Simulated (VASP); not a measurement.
Write the native input for VASP 6.6.1 that does the following.

* Task: relaxation of cell and atoms
* Functional: revPBE
* Potentials or basis: VASP PAW PBE potentials, release 64 (Bi_d)
* Cutoff: 600 eV
* k mesh: 9 × 9 × 9
* Occupations: fermi-dirac, width 0.05 eV
* Spin: no spin polarisation
* Dipole correction: no
* Further INCAR settings: ALGO = Fast; EDIFF = 1e-07; IBRION = 2; EDIFFG = -0.01; NSW = 60; ISIF = 3

The structure of Bi lies in POSCAR:

```
Bi
1.0
   -1.9814305318      1.9814305318      1.9814305318
    1.9814305318     -1.9814305318      1.9814305318
    1.9814305318      1.9814305318     -1.9814305318
Bi
1
Direct
    0.0000000000      0.0000000000      0.0000000000
```

The input as run:

INCAR

```
ALGO = Fast
EDIFF = 1E-7
EDIFFG = -0.01
ENCUT = 600
GGA = RE
IBRION = 2
ISIF = 3
ISMEAR = -1
LASPH = T
LCHARG = F
LREAL = F
LWAVE = F
NELM = 60
NSW = 60
PREC = Accurate
SIGMA = 0.05
```

KPOINTS

```
k-points
0
Gamma
  9 9 9
```

Potentials or basis: VASP PAW PBE potentials, release 64 (Bi_d).

Command:

```sh
$ cat potpaw_PBE.64/Bi_d/POTCAR > POTCAR
$ mpirun -np 1 vasp_std > vasp.out
```

It gave:

```
Relaxed volume                         : 32.22 Å³/atom
Relaxed cell                           : a = 3.472 Å, b = 3.472 Å, c = 3.472 Å, α = 109.47°, β = 109.47°, γ = 109.47°
Space group after relaxing (to 0.05 Å) : Im-3m (No. 229)
Energy gained by relaxing              : 6.2 meV/atom
Ionic steps                            : 3
Pressure after relaxing                : 0.0 GPa
```

Caveat: the PAW data sets were made with another functional, which shifts forces and pressure a little.

Run time: 78 s on 1 thread of Intel Xeon 8259CL (shared host), peak memory 0.16 GiB.
